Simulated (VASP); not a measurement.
# GaN (F-43m) in VASP: notebook, part 2 of 2

VASP 6.6.1. The steps go on from the part before.

**3. Single point, r2SCAN+D3(BJ)**

This run uses another cell than the first one, of 10.76 Å³/atom.

POSCAR

```
GaN
1.0
    0.0000000000      2.2074978911      2.2074978911
    2.2074978911      0.0000000000      2.2074978911
    2.2074978911      2.2074978911      0.0000000000
Ga N
1 1
Direct
    0.0000000000      0.0000000000      0.0000000000
    0.2500000000      0.2500000000      0.2500000000
```

INCAR.step1

```
PREC = Accurate ; ENCUT = 1460
ISMEAR = -1 ; SIGMA = 0.05
LREAL = False ; LASPH = True
NELM = 120 ; NBANDS = 16
GGA = PE ; ALGO = Normal
EDIFF = 1E-5 ; LWAVE = True
LCHARG = False ; GGA_COMPAT = False
```

INCAR.step2

```
PREC = Accurate ; ENCUT = 1460
EDIFF = 1E-6 ; ISMEAR = -1
SIGMA = 0.05 ; LREAL = False
LASPH = True ; NELM = 120
ALGO = Normal ; ISIF = 2
LWAVE = False ; LCHARG = True
METAGGA = R2SCAN ; LMIXTAU = True
IVDW = 12 ; VDW_S6 = 1.0
VDW_S8 = 0.78981345 ; VDW_A1 = 0.49484001
VDW_A2 = 5.73083694 ; LELF = True
LVHAR = True ; NBANDS = 16
ISTART = 1 ; GGA_COMPAT = False
```

KPOINTS

```
Automatic mesh
0
Gamma
  10 10 10
```

Potentials or basis: VASP PAW PBE potentials, release 64 (Ga_d, N_h).

The run is started by

```sh
$ cat potpaw_PBE.64/Ga_d/POTCAR potpaw_PBE.64/N_h/POTCAR > POTCAR
$ cp INCAR.step1 INCAR
$ mpirun -np 1 vasp_std > vasp.out
$ cp INCAR.step2 INCAR
$ mpirun -np 1 vasp_std > vasp.out
```

OUTCAR:

```text
PREC = Accurate
   ENCUT = 1460
   EDIFF = 1E-6
   ISMEAR = -1
   LREAL = False
   LASPH = True
   NELM = 120
   ISIF = 2
   METAGGA = R2SCAN
   IVDW = 12
   ISTART = 1
 IVDW          = 12

 ion  position               nearest neighbor table
   1  0.000  0.000  0.000-   2 1.91   2 1.91   2 1.91   2 1.91
   2  0.250  0.250  0.250-   1 1.91   1 1.91   1 1.91   1 1.91

  LATTYP: Found a face centered cubic cell.
 ALAT       =     4.4149957822

  Lattice vectors:

 A1 = (   0.0000000000,   2.2074978911,   2.2074978911)
 A2 = (   2.2074978911,   0.0000000000,   2.2074978911)
 A3 = (   2.2074978911,   2.2074978911,   0.0000000000)

Analysis of symmetry for initial positions (statically):
=====================================================================
 Subroutine PRICEL returns:
 Original cell was already a primitive cell.

 Routine SETGRP: Setting up the symmetry group for a
 face centered cubic supercell.

 Subroutine GETGRP returns: Found 24 space group operations
 (whereof 24 operations were pure point group operations)
 out of a pool of 48 trial point group operations.

The static configuration has the point symmetry T_d .

Analysis of symmetry for dynamics (positions and initial velocities):
=====================================================================
 Subroutine PRICEL returns:
 Original cell was already a primitive cell.

 Routine SETGRP: Setting up the symmetry group for a
 face centered cubic supercell.

 Subroutine GETGRP returns: Found 24 space group operations
 (whereof 24 operations were pure point group operations)
 out of a pool of 48 trial point group operations.

The dynamic configuration has the point symmetry T_d .

 Subroutine INISYM returns: Found 24 space group operations
 (whereof 24 operations are pure point group operations),
 and found     1 'primitive' translations

----------------------------------------------------------------------------------------

[... 111 lines left out ...]
     AMIX     =   0.40;   BMIX     =  1.00
     AMIX_MAG =   1.60;   BMIX_MAG =  1.00
  volume/ion in A,a.u.               =      10.76        72.59
  Fermi-wavevector in a.u.,A,eV,Ry     =   1.542607  2.915105 32.376929  2.379637
  Thomas-Fermi vector in A             =   2.648388
   LORBIT       =      0    0 simple, 1 ext, 2 COOP (PROOUT), +10 PAW based schemes
   METAGGA = R2SCAN    functional components
   LHFCALC =     F    Hartree Fock is set to
   AEXX    =    0.0000 exact exchange contribution
   IVDW    =    12    specifies the selected vdW correction
   LEPSILON=     F    determine dielectric tensor
   LRPA    =     F    only Hartree local field effects (RPA)
 non-spin polarized calculation
  energy-cutoff  :     1460.00
  volume of cell :       21.51
 maximum number of plane-waves:      2764
   NGX = 19   NGY = 19   NGZ = 19

 number of electron      18.0000001 magnetization

 Free energy of the ion-electron system (eV)
  ---------------------------------------------------
  ext. energy  EPLUGINS =         0.00000000
  ---------------------------------------------------
  free energy    TOTEN  =       -21.84543109 eV

  energy without entropy =      -21.84543109  energy(sigma->0) =      -21.84543109

 E-fermi :   7.0225     XC(G=0): -12.9958

 val. band max:        6.0261896852   @ k =   0.0000   0.0000   0.0000
 cond. band min:       8.5563865745   @ k =   0.0000   0.0000   0.0000
 fundamental gap:      2.5301968893
 Fermi energy:         7.0225463439

 k-point     1 :       0.0000    0.0000    0.0000
  band No.  band energies     occupation
      1     -11.2604      2.00000
      2      -7.8684      2.00000
      3      -7.8684      2.00000
      4      -7.8684      2.00000
      5      -7.4452      2.00000
      6      -7.4452      2.00000
[... 433 lines left out ...]
      3      -7.5860      2.00000
      4      -7.5836      2.00000
      5      -7.3719      2.00000
      6      -6.6769      2.00000
[... 8 lines left out ...]
     15      30.0207      0.00000
     16      30.4457      0.00000

 [... further k-points ...]

------------------------ aborting loop because EDIFF is reached ----------------------------------------

 Edisp (eV)   -0.25478

 E8    (eV) :    -0.0802

  FORCE on cell =-STRESS in cart. coord.  units (eV):
  Direction    XX          YY          ZZ          XY          YZ          ZX
  --------------------------------------------------------------------------------------
  -------------------------------------------------------------------------------------
  Total       1.55405     1.55405     1.55405    -0.00000     0.00000    -0.00000
  in kB     115.72973   115.72973   115.72973    -0.00000     0.00000    -0.00000
  external pressure =      115.73 kB  Pullay stress =        0.00 kB

 VOLUME and BASIS-vectors are now :
 -----------------------------------------------------------------------------
  energy-cutoff  :     1460.00
  volume of cell :       21.51
      direct lattice vectors                 reciprocal lattice vectors
     0.000000000  2.207497891  2.207497891    -0.226500783  0.226500783  0.226500783
     2.207497891  0.000000000  2.207497891     0.226500783 -0.226500783  0.226500783
     2.207497891  2.207497891  0.000000000     0.226500783  0.226500783 -0.226500783

 POSITION                                       TOTAL-FORCE (eV/Angst)
 -----------------------------------------------------------------------------------
      0.00000      0.00000      0.00000         0.000000      0.000000      0.000000
      1.10375      1.10375      1.10375        -0.000000     -0.000000     -0.000000
 -----------------------------------------------------------------------------------
    total drift:                               -0.000000     -0.000000     -0.000000

  FREE ENERGIE OF THE ION-ELECTRON SYSTEM (eV)
  ---------------------------------------------------
  free  energy   TOTEN  =       -22.1002123142 eV

  energy  without entropy=      -22.1002123142  energy(sigma->0) =      -22.10021231
```

OUTCAR.step1:

```text
PREC = Accurate
   ENCUT = 1460
   ISMEAR = -1
   LREAL = False
   LASPH = True
[... 676 lines left out ...]
      0.00000      0.00000      0.00000         0.000000      0.000000      0.000000
      1.10375      1.10375      1.10375        -0.000000     -0.000000     -0.000000
 -----------------------------------------------------------------------------------
    total drift:                               -0.000000     -0.000000     -0.000000

  FREE ENERGIE OF THE ION-ELECTRON SYSTEM (eV)
  ---------------------------------------------------
  free  energy   TOTEN  =       -12.0533270872 eV

  energy  without entropy=      -12.0533270872  energy(sigma->0) =      -12.05332709
```

OSZICAR.step1:

```text
N       E                     dE             d eps       ncg     rms          rms(c)
DAV:   1     0.138373539531E+03    0.13837E+03   -0.16257E+04  1672   0.379E+03
DAV:   2    -0.271542460760E-01   -0.13840E+03   -0.12682E+03  1688   0.536E+02
DAV:   3    -0.138832545827E+02   -0.13856E+02   -0.13658E+02  1744   0.109E+02
DAV:   4    -0.141491401506E+02   -0.26589E+00   -0.26569E+00  1872   0.155E+01
DAV:   5    -0.141527264636E+02   -0.35863E-02   -0.35862E-02  1880   0.163E+00    0.790E+00
DAV:   6    -0.120538879781E+02    0.20988E+01   -0.49224E+00  2272   0.417E+01    0.202E+00
DAV:   7    -0.120595596359E+02   -0.56717E-02   -0.29489E-01  1616   0.593E+00    0.133E+00
DAV:   8    -0.120552080791E+02    0.43516E-02   -0.42799E-02  1864   0.321E+00    0.322E-01
DAV:   9    -0.120531857334E+02    0.20223E-02   -0.83339E-03  2176   0.244E+00    0.798E-02
DAV:  10    -0.120533518635E+02   -0.16613E-03   -0.84389E-04  1992   0.477E-01    0.368E-02
DAV:  11    -0.120533257703E+02    0.26093E-04   -0.15358E-04  2232   0.201E-01    0.765E-03
DAV:  12    -0.120533270872E+02   -0.13169E-05   -0.15851E-05  1584   0.573E-02
   1 F= -.12053327E+02 E0= -.12053327E+02  d E =-.347026E-10
```

Wall time 3.9 min (1 thread of Intel Xeon Platinum 8259CL at 2.50GHz (Skylake/Cascade Lake), shared host); peak memory 0.32 GiB.

What came out:

```
Free energy                : -22.1002 eV
Pressure                   : 11.6 GPa
Band gap on the k mesh     : 2.53 eV
Dispersion energy per atom : -0.127 eV
```

Caveat: the cell stands under pressure; the PAW data sets were made with another functional, which shifts forces and pressure a little.

**4. Single point, r2SCANh**

This run uses another cell than the first one, of 11.44 Å³/atom.

POSCAR

```
GaN
1.0
    0.0000000000      2.2535006075      2.2535006075
    2.2535006075      0.0000000000      2.2535006075
    2.2535006075      2.2535006075      0.0000000000
Ga N
1 1
Direct
    0.0000000000      0.0000000000      0.0000000000
    0.2500000000      0.2500000000      0.2500000000
```

INCAR.step1

```
SYSTEM = GaN
PREC     = Accurate       ! precision mode
ENCUT    = 520            ! plane-wave cutoff, eV
EDIFF    = 1E-5           ! SCF threshold, eV
ISMEAR   = -1             ! smearing method
SIGMA    = 0.05           ! smearing width, eV
LREAL    = .FALSE.        ! projectors in reciprocal space
LASPH    = .TRUE.         ! aspherical terms in the spheres
NELM     = 80             ! most SCF steps
ALGO     = Normal         ! electronic algorithm
ISIF     = 2              ! what is computed and relaxed
LWAVE    = .TRUE.         ! write WAVECAR
LCHARG   = .FALSE.        ! write CHGCAR
NBANDS   = 16             ! bands
GGA      = PE             ! functional
```

INCAR.step2

```
SYSTEM = GaN
PREC     = Accurate       ! precision mode
ENCUT    = 520            ! plane-wave cutoff, eV
EDIFF    = 1E-6           ! SCF threshold, eV
ISMEAR   = -1             ! smearing method
SIGMA    = 0.05           ! smearing width, eV
LREAL    = .FALSE.        ! projectors in reciprocal space
LASPH    = .TRUE.         ! aspherical terms in the spheres
NELM     = 80             ! most SCF steps
ALGO     = Normal         ! electronic algorithm
ISIF     = 2              ! what is computed and relaxed
LWAVE    = .FALSE.        ! write WAVECAR
LCHARG   = .FALSE.        ! write CHGCAR
METAGGA  = R2SCAN         ! meta-GGA
LHFCALC  = .TRUE.         ! exact exchange
AEXX     = 0.1            ! exact-exchange fraction
LMIXTAU  = .TRUE.       
PRECFOCK = Normal       
NBANDS   = 16             ! bands
ISTART   = 1
```

KPOINTS

```
regular mesh
0
G
  6 6 6
  0 0 0
```

Potentials or basis: VASP PAW PBE potentials, release 64 (Ga_d, N).

The run is started by

```sh
$ cat potpaw_PBE.64/Ga_d/POTCAR potpaw_PBE.64/N/POTCAR > POTCAR
$ cp INCAR.step1 INCAR
$ mpirun -np 1 vasp_std > vasp.out
$ cp INCAR.step2 INCAR
$ mpirun -np 1 vasp_std > vasp.out
```

Run time: 25 min. Hardware: 1 thread of Intel Xeon Platinum 8259CL at 2.50GHz (Skylake/Cascade Lake), shared host; peak memory 0.16 GiB.

It converged, with:

| Item | Value |
| --- | --- |
| Free energy | -22.3666 eV |
| Pressure | -1.7 GPa |
| Band gap on the k mesh | 2.85 eV |

Levels at points of the mesh, in eV from the valence-band top:
| k point | band 7 | band 8 | band 9 | band 10 | band 11 | band 12 |
| --- | --- | --- | --- | --- | --- | --- |
| (0.00, 0.00, 0.00) | 0.00 | 0.00 | 0.00 | 2.85 | 11.86 | 11.86 |
| (0.50, 0.00, 0.00) | -7.36 | -1.03 | -1.03 | 5.96 | 10.33 | 11.83 |
| (0.50, 0.50, 0.00) | -6.40 | -2.86 | -2.86 | 4.44 | 8.06 | 13.51 |

Caveat: the PAW data sets were made with another functional, which shifts forces and pressure a little.

**5. Overview**

| level | potentials or basis | cell | k mesh | cutoff (eV) | grid for exact exchange (PRECFOCK) | share of exact exchange | gap on the mesh (eV) | pressure (GPa) |
| --- | --- | --- | --- | --- | --- | --- | --- | --- |
| r2SCAN+D4 | VASP PAW PBE potentials, release 64 (Ga_d, N_h) | a = 3.170 Å, angles 60.0°, 2 atoms | 10 × 10 × 10 | 1460 | - | - | 2.23 | 1.2 |
| r2SCAN+D3(BJ) | VASP PAW PBE potentials, release 64 (Ga_d, N_h) | a = 3.122 Å, angles 60.0°, 2 atoms | 10 × 10 × 10 | 1460 | - | - | 2.53 | 11.6 |
| r2SCANh | VASP PAW PBE potentials, release 64 (Ga_d, N) | a = 3.187 Å, angles 60.0°, 2 atoms | 6 × 6 × 6 | 520 | Normal | 0.1 | 2.85 | -1.7 |

Alike in all rows: task single point; no spin polarisation; smearing fermi-dirac 0.05 eV.

Caveats: the PAW data sets were made with another functional, which shifts forces and pressure a little; the cell stands under pressure (at least some runs).

Absolute energies hang on the potentials; compare differences alone.
